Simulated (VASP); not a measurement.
# HfSn3S8 (P-3m1) in VASP: relaxation of cell and atoms with PBE

Aim: the relaxation of cell and atoms of HfSn3S8 with PBE.

Everything below comes from runs of VASP 6.6.1. Logs are shortened: lines on timing, memory, paths and dates and some standing lists are left out, and cuts for length are marked.

### Step 1. The cell of the first run

Symmetry: P-3m1, No. 164, trigonal system. Conventional cell: a = 3.690 Å, b = 3.690 Å, c = 27.274 Å, α = 90.00°, β = 90.00°, γ = 120.00°. Hf (site symmetry -3m) has 6 S at 2.57 Å within 3.4 Å. Within 3.4 Å of Sn (site symmetry -3m) lie 6 S at 2.60 Å. Within 3.4 Å of Sn (site symmetry 3m) lie 6 S at 2.60 Å. Within 3.4 Å of S (site symmetry 3m) lie 3 Sn at 2.60 Å. S (site symmetry 3m) has 3 Sn at 2.60 Å within 3.4 Å. Within 3.4 Å of S (site symmetry 3m) lie 3 Hf at 2.57 Å. S (site symmetry 3m) has 3 Sn at 2.60 Å within 3.4 Å.

### Step 2. Relaxation of cell and atoms, PBE

File INCAR:

```
SYSTEM = HfSn3S8
  ALGO = Normal
  EDIFF = 1E-7
  EDIFFG = -0.01
  ENCUT = 600
  GGA = PE
  IBRION = 2
  ISIF = 3
  ISMEAR = 0
  KPAR = 4
  LASPH = .TRUE.
  LCHARG = .FALSE.
  LREAL = .FALSE.
  LWAVE = .FALSE.
  NELM = 80
  NSW = 100
  PREC = Accurate
  SIGMA = 0.02
```

File KPOINTS:

```
k-points
0
G
  12 12 1
  0 0 0
```

File POSCAR:

```
HfSn3S8
1.0
    3.6897011000      0.0000000000      0.0000000000
   -1.8448506000      3.1953749000      0.0000000000
    0.0000000000      0.0000000000     27.2738744000
Hf Sn S
1 3 8
Direct
    0.0000000000      0.0000000000      0.5000000000
    0.0000000000      0.0000000000      0.0000000000
    0.0000000000      0.0000000000      0.2515910000
    0.0000000000      0.0000000000      0.7484090000
    0.3333333000      0.6666667000      0.0543560000
    0.3333333000      0.6666667000      0.3059480000
    0.3333333000      0.6666667000      0.5524010000
    0.3333333000      0.6666667000      0.8027650000
    0.6666667000      0.3333333000      0.1972350000
    0.6666667000      0.3333333000      0.4475990000
    0.6666667000      0.3333333000      0.6940520000
    0.6666667000      0.3333333000      0.9456440000
```

Potentials or basis: VASP PAW PBE potentials, release 64 (Hf_pv, Sn_d, S).

The run is started by

```bash
cat potpaw_PBE.64/Hf_pv/POTCAR potpaw_PBE.64/Sn_d/POTCAR potpaw_PBE.64/S/POTCAR > POTCAR
mpirun -np 4 vasp_std > vasp.out
```

OUTCAR:

```text
SYSTEM = HfSn3S8
   EDIFF = 1E-7
   EDIFFG = -0.01
   ENCUT = 600
   GGA = PE
   IBRION = 2
   ISIF = 3
   ISMEAR = 0
   LASPH = .TRUE.
   LREAL = .FALSE.
   NELM = 80
   NSW = 100
   PREC = Accurate

 ion  position               nearest neighbor table
   1  0.000  0.000  0.500-   7 2.57  10 2.57  10 2.57   7 2.57  10 2.57   7 2.57
   2  0.000  0.000  0.000-   5 2.60  12 2.60  12 2.60   5 2.60  12 2.60   5 2.60
   3  0.000  0.000  0.252-   9 2.60   9 2.60   9 2.60   6 2.60   6 2.60   6 2.60
   4  0.000  0.000  0.748-   8 2.60   8 2.60   8 2.60  11 2.60  11 2.60  11 2.60
   5  0.333  0.667  0.054-   2 2.60   2 2.60   2 2.60
   6  0.333  0.667  0.306-   3 2.60   3 2.60   3 2.60
   7  0.333  0.667  0.552-   1 2.57   1 2.57   1 2.57
   8  0.333  0.667  0.803-   4 2.60   4 2.60   4 2.60
   9  0.667  0.333  0.197-   3 2.60   3 2.60   3 2.60
  10  0.667  0.333  0.448-   1 2.57   1 2.57   1 2.57
  11  0.667  0.333  0.694-   4 2.60   4 2.60   4 2.60
  12  0.667  0.333  0.946-   2 2.60   2 2.60   2 2.60

  LATTYP: Found a hexagonal cell.
 ALAT       =     3.6897011000
 C/A-ratio  =     7.3918926387

  Lattice vectors:

 A1 = (   3.6897011000,   0.0000000000,   0.0000000000)
 A2 = (  -1.8448506000,   3.1953749000,   0.0000000000)
 A3 = (   0.0000000000,   0.0000000000,  27.2738744000)

Analysis of symmetry for initial positions (statically):
=====================================================================
 Subroutine PRICEL returns:
 Original cell was already a primitive cell.

 Routine SETGRP: Setting up the symmetry group for a
 hexagonal supercell.

 Subroutine GETGRP returns: Found 12 space group operations
 (whereof 12 operations were pure point group operations)
 out of a pool of 24 trial point group operations.

The static configuration has the point symmetry D_3d.

Analysis of symmetry for dynamics (positions and initial velocities):
=====================================================================
 Subroutine PRICEL returns:
 Original cell was already a primitive cell.

 Routine SETGRP: Setting up the symmetry group for a
 hexagonal supercell.

 Subroutine GETGRP returns: Found 12 space group operations
 (whereof 12 operations were pure point group operations)
 out of a pool of 24 trial point group operations.

The dynamic configuration has the point symmetry D_3d.

 Subroutine INISYM returns: Found 12 space group operations
 (whereof 12 operations are pure point group operations),
 and found     1 'primitive' translations

----------------------------------------------------------------------------------------
[... 99 lines left out ...]
   ISTART =      0    job   : 0-new  1-cont  2-samecut
   ICHARG =      2    charge: 1-file 2-atom 10-const
   ISPIN  =      1    spin polarized calculation?
   LNONCOLLINEAR =      F non collinear calculations
   LSORBIT =      F    spin-orbit coupling
   LASPH  =      T    aspherical Exc in radial PAW
   ENCUT  =  600.0 eV  44.10 Ry    6.64 a.u.   7.37  7.37 54.47*2*pi/ulx,y,z
   NELM   =     80;   NELMIN=  2; NELMDL= -5     # of ELM steps
   EDIFF  = 0.1E-06   stopping-criterion for ELM
   LREAL  =      F    real-space projection
   EDIFFG = -.1E-01   stopping-criterion for IOM
   NSW    =    100    number of steps for IOM
   IBRION =      2    ionic relax: 0-MD 1-quasi-New 2-CG
   NFREE  =      1    steps in history (QN), initial steepest desc. (CG)
   ISIF   =      3    stress and relaxation
   ISYM   =      2    0-nonsym 1-usesym 2-fastsym
   POTIM  = 0.5000    time-step for ionic-motion
   TEBEG  =    0.0;   TEEND  =   0.0 temperature during run
   PSTRESS=    0.0 pullay stress
   NELECT =     100.0000    total number of electrons
   NUPDOWN=      -1.0000    fix difference up-down
   EMIN   =  10.00;   EMAX   =-10.00  energy-range for DOS
   EFERMI =   0.00;   METHOD = LEGACY
   ISMEAR =     0;   SIGMA  =   0.02  broadening in eV -4-tet -1-fermi 0-gaus
   EFERMI_NEDOS =   21; number of points for ismear=-14 and -15
   IALGO  =     38    algorithm
   IMIX   =      4    mixing-type and parameters
     AMIX     =   0.40;   BMIX     =  1.00
     AMIX_MAG =   1.60;   BMIX_MAG =  1.00
  volume/ion in A,a.u.               =      26.80       180.83
  Fermi-wavevector in a.u.,A,eV,Ry     =   1.109145  2.095980 16.737915  1.230202
  Thomas-Fermi vector in A             =   2.245681
   LORBIT       =      0    0 simple, 1 ext, 2 COOP (PROOUT), +10 PAW based schemes
   GGA     = PE    functional components
   LHFCALC =     F    Hartree Fock is set to
   AEXX    =    0.0000 exact exchange contribution
   IVDW    =     0    specifies the selected vdW correction
   LEPSILON=     F    determine dielectric tensor
   LRPA    =     F    only Hartree local field effects (RPA)
 conjugate gradient relaxation of ions
 non-spin polarized calculation
 Gauss-broadening in eV      SIGMA  =   0.02
  energy-cutoff  :      600.00
  volume of cell :      321.56
 maximum number of plane-waves:     10809
 NGX is ok and might be reduce to    30
   NGX = 15   NGY = 15   NGZ =109

--------------------------------------- Ionic step        1  -------------------------------------------

 number of electron     100.0000000 magnetization

 number of electron      99.9999999 magnetization

 Free energy of the ion-electron system (eV)
  ---------------------------------------------------
  ext. energy  EPLUGINS =         0.00000000
  ---------------------------------------------------
  free energy    TOTEN  =       -62.59076461 eV

  energy without entropy =      -62.59076461  energy(sigma->0) =      -62.59076461

------------------------ aborting loop because EDIFF is reached ----------------------------------------

  FORCE on cell =-STRESS in cart. coord.  units (eV):
  Direction    XX          YY          ZZ          XY          YZ          ZX
  --------------------------------------------------------------------------------------
  -------------------------------------------------------------------------------------
  Total       -0.3853128     -0.3853128     -0.1934841      0.0000000      0.0000000      0.0000000
  in kB       -1.9198361     -1.9198361     -0.9640424      0.0000000      0.0000000      0.0000000
  external PRESSURE =      -1.6012382 kB  Pullay stress =       0.0000000 kB
[... 217 lines left out ...]
--------------------------------------- Ionic step        6  -------------------------------------------

 number of electron      99.9999997 magnetization

 Free energy of the ion-electron system (eV)
  ---------------------------------------------------
  ext. energy  EPLUGINS =         0.00000000
  ---------------------------------------------------
  free energy    TOTEN  =       -62.59143262 eV

  energy without entropy =      -62.59143262  energy(sigma->0) =      -62.59143262

 E-fermi :   2.8470     XC(G=0):  -8.6115

 val. band max:        2.6887462915   @ k =   0.0000   0.0000   0.0000
 cond. band min:       3.9182255608   @ k =   0.5000   0.0000   0.0000
 fundamental gap:      1.2294792693
 Fermi energy:         2.8469730200

 k-point     1 :       0.0000    0.0000    0.0000
  band No.  band energies     occupation
      1     -27.9851      2.00000
      2     -27.8762      2.00000
      3     -27.8762      2.00000
      4     -18.3614      2.00000
      5     -18.3614      2.00000
      6     -18.3614      2.00000
[... 1225 lines left out ...]
  FREE ENERGIE OF THE ION-ELECTRON SYSTEM (eV)
  ---------------------------------------------------
  free  energy   TOTEN  =       -62.5914326151 eV

  energy  without entropy=      -62.5914326151  energy(sigma->0) =      -62.59143262

 reached required accuracy - stopping structural energy minimisation
```

OSZICAR:

```text
N       E                     dE             d eps       ncg     rms          rms(c)
DAV:   1     0.116434940312E+04    0.11643E+04   -0.47710E+04  2348   0.200E+03
DAV:   2     0.158599514538E+03   -0.10057E+04   -0.97814E+03  2392   0.540E+02
DAV:   3    -0.495550022349E+02   -0.20815E+03   -0.20011E+03  2748   0.206E+02
DAV:   4    -0.654215297350E+02   -0.15867E+02   -0.15653E+02  2712   0.585E+01
[... 62 lines left out ...]
DAV:   3    -0.625914368569E+02    0.37986E-05   -0.12561E-05  3000   0.186E-02    0.150E-02
DAV:   4    -0.625914341444E+02    0.27125E-05   -0.20622E-06  2584   0.766E-03    0.668E-03
DAV:   5    -0.625914329694E+02    0.11751E-05   -0.13518E-06  3156   0.634E-03    0.215E-03
DAV:   6    -0.625914326933E+02    0.27610E-06   -0.37983E-07  2052   0.384E-03    0.112E-03
DAV:   7    -0.625914326151E+02    0.78215E-07   -0.31214E-08  1352   0.891E-04
   6 F= -.62591433E+02 E0= -.62591433E+02  d E =-.129001E-03
```

CONTCAR:

```text
HfSn3S8
   1.00000000000000
     3.6858296019336838    0.0000000000605742   -0.0000000000000000
    -1.8429148508619195    3.1920220842462763   -0.0000000000000000
    -0.0000000000000001   -0.0000000000000001   27.2774589147702073
  Hf              Sn              S
     1     3     8
Direct
     0.0000000000000000    0.0000000000000000    0.5000000000000000
     0.0000000000000000    0.0000000000000000    0.0000000000000000
     0.0000000000000000    0.0000000000000000    0.2515907484509673
     0.0000000000000000    1.0000000000000000    0.7484092515490327
     0.3333332999999996    0.6666667000000004    0.0543786203402444
     0.3333332999999996    0.6666667000000004    0.3059709905582193
     0.3333332999999996    0.6666667000000004    0.5522645206614283
     0.3333332999999996    0.6666667000000004    0.8027877211168907
     0.6666667000000004    0.3333332999999996    0.1972122788831093
     0.6666667000000004    0.3333332999999996    0.4477354793385717
     0.6666667000000004    0.3333332999999996    0.6940290094417807
     0.6666667000000004    0.3333332999999996    0.9456213796597556

  0.00000000E+00  0.00000000E+00  0.00000000E+00
  0.00000000E+00  0.00000000E+00  0.00000000E+00
  0.00000000E+00  0.00000000E+00  0.00000000E+00
  0.00000000E+00  0.00000000E+00  0.00000000E+00
  0.00000000E+00  0.00000000E+00  0.00000000E+00
  0.00000000E+00  0.00000000E+00  0.00000000E+00
  0.00000000E+00  0.00000000E+00  0.00000000E+00
  0.00000000E+00  0.00000000E+00  0.00000000E+00
  0.00000000E+00  0.00000000E+00  0.00000000E+00
  0.00000000E+00  0.00000000E+00  0.00000000E+00
  0.00000000E+00  0.00000000E+00  0.00000000E+00
  0.00000000E+00  0.00000000E+00  0.00000000E+00
```

Wall time 7.4 min (4 MPI ranks of Intel Xeon Platinum 8559C (Emerald Rapids), shared host); peak memory 0.76 GiB.

Results:

* Free energy: -62.5914 eV
* Relaxed volume: 26.74 Å³/atom
* Relaxed cell: a = 3.686 Å, b = 3.686 Å, c = 27.277 Å, α = 90.00°, β = 90.00°, γ = 120.00°
* Space group after relaxing (to 0.1 Å): P-3m1 (No. 164)
* Energy gained by relaxing: 0.1 meV/atom
* Ionic steps: 6
* Pressure after relaxing: 0.0 GPa
* Largest force after relaxing: 0.008 eV/Å
* Band gap on the k mesh: 1.23 eV (least direct gap 1.76 eV)

Forces on the atoms (eV/Å):
```
Hf   0.000  0.000  0.000
Sn   0.000  0.000  0.000
Sn   0.000  0.000  0.000
Sn   0.000  0.000  0.000
S    0.000  0.000 -0.002
S    0.000  0.000 -0.002
S    0.000  0.000 -0.008
S    0.000  0.000 -0.002
S    0.000  0.000  0.002
S    0.000  0.000  0.008
S    0.000  0.000  0.002
S    0.000  0.000  0.002
```

The path:
```
step  energy change (eV)  largest force (eV/Å)  pressure (GPa)  volume (Å³)
   1              0.0000                0.0681           -0.16       321.56
   2             -0.0003                0.0287            0.16       320.31
   3             -0.0005                0.0210            0.03       320.82
   4             -0.0005                0.0223            0.02       320.84
   5             -0.0006                0.0126            0.01       320.90
   6             -0.0007                0.0080            0.01       320.93
```

Final structure:
```cif
data_structure
_symmetry_space_group_name_H-M 'P 1'
_symmetry_Int_Tables_number 1
_cell_length_a 3.6858
_cell_length_b 3.6858
_cell_length_c 27.2775
_cell_angle_alpha 90.000
_cell_angle_beta 90.000
_cell_angle_gamma 120.000
_cell_volume 320.93
loop_
_atom_site_label
_atom_site_type_symbol
_atom_site_fract_x
_atom_site_fract_y
_atom_site_fract_z
_atom_site_occupancy
Hf1 Hf 0.00000 0.00000 0.50000 1
Sn1 Sn 0.00000 0.00000 0.00000 1
Sn2 Sn 0.00000 0.00000 0.25159 1
Sn3 Sn 0.00000 0.00000 0.74841 1
S1 S 0.33333 0.66667 0.05438 1
S2 S 0.33333 0.66667 0.30597 1
S3 S 0.33333 0.66667 0.55226 1
S4 S 0.33333 0.66667 0.80279 1
S5 S 0.66667 0.33333 0.19721 1
S6 S 0.66667 0.33333 0.44774 1
S7 S 0.66667 0.33333 0.69403 1
S8 S 0.66667 0.33333 0.94562 1
```

Levels at points of the mesh, in eV from the valence-band top:
| k point | band 46 | band 47 | band 48 | band 49 | band 50 | band 51 | band 52 | band 53 | band 54 | band 55 |
| --- | --- | --- | --- | --- | --- | --- | --- | --- | --- | --- |
| (0.00, 0.00, 0.00) | -0.39 | -0.39 | -0.39 | 0.00 | 0.00 | 1.89 | 2.11 | 2.11 | 2.14 | 2.32 |
| (0.50, 0.00, 0.00) | -0.77 | -0.77 | -0.57 | -0.55 | -0.53 | 1.23 | 1.27 | 1.29 | 1.46 | 4.01 |

Caveat: spin-orbit coupling is left out, which moves the levels of the heavy elements; this functional lacks dispersion, which binds layers or chains, so the pressure and a relaxed spacing across them are unreliable.
